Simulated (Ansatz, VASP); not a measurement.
In3Se in VASP and in Ansatz

```
In Se
1.0
     4.80376    0.00000    0.00000
     0.00000    4.80376    0.00000
     0.00000    0.00000    4.80376
In Se
3 1
Direct
  0.00000 0.50000 0.50000
  0.50000 0.00000 0.50000
  0.50000 0.50000 0.00000
  0.00000 0.00000 0.00000
```

Alike in both runs: task single point; functional PBE; k mesh 10 × 10 × 10; occupations gaussian, width 0.3 eV; no spin polarisation.

```csv
,VASP,Ansatz
version,VASP 6.6.1,Ansatz 0.2.0
potentials or method,"VASP PAW PBE potentials, release 64 (In_d, Se), cutoff 520 eV","scalar-relativistic, plane waves, PAW"
valence electrons in the cell,45,55
```

|  | VASP | Ansatz | Ansatz less VASP |
| --- | --- | --- | --- |
| gap on the k mesh at the Fermi level (eV) | none | none | - |
| pressure (GPa) | -0.3 | -0.3 | +0.02 |

A gap of «none» marks a metal or a gap that the smearing closes. VASP's potentials hold 45 valence electrons a cell and Ansatz's 55, so a difference there can come from the potentials and not from the codes.
